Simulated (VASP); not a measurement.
A run of VASP 6.6.1:

INCAR

```
PREC = Accurate
ENCUT = 520
EDIFF = 1E-6
ISMEAR = 0
SIGMA = 0.1
LREAL = F
LASPH = T
NELM = 100
ALGO = Normal
ISIF = 2
LWAVE = F
LCHARG = F
GGA = PE
NBANDS = 34
```

Contents of KPOINTS:

```
regular mesh
0
Gamma
  8 8 8
```

The input POSCAR:

```
SnBr4Cl
1.0
    0.0000000000      4.3614146982      4.3614146982
    4.3614146982      0.0000000000      4.3614146982
    4.3614146982      4.3614146982      0.0000000000
Sn Br Cl
1 4 1
Direct
    0.2500000000      0.2500000000      0.2500000000
    0.1246416376      0.6251194541      0.6251194541
    0.6251194541      0.1246416376      0.6251194541
    0.6251194541      0.6251194541      0.1246416376
    0.6251194541      0.6251194541      0.6251194541
    0.0000000000      0.0000000000      0.0000000000
```

Potentials or basis: VASP PAW PBE potentials, release 64 (Sn_d, Br, Cl).

Command:

```console
$ cat potpaw_PBE.64/Sn_d/POTCAR potpaw_PBE.64/Br/POTCAR potpaw_PBE.64/Cl/POTCAR > POTCAR
$ mpirun -np 1 vasp_std > vasp.out
```

Hardware: 1 thread of AMD EPYC 9R45 96-Core Processor (Zen 5), with other jobs on the host.

Problem. Estimate the wall time of this run.

Solution. It took 2 min on 1 thread of AMD EPYC 9R45 96-Core Processor (Zen 5), with other jobs on the host, peak memory 0.37 GiB. Counts: scf iterations 18, k points 29.
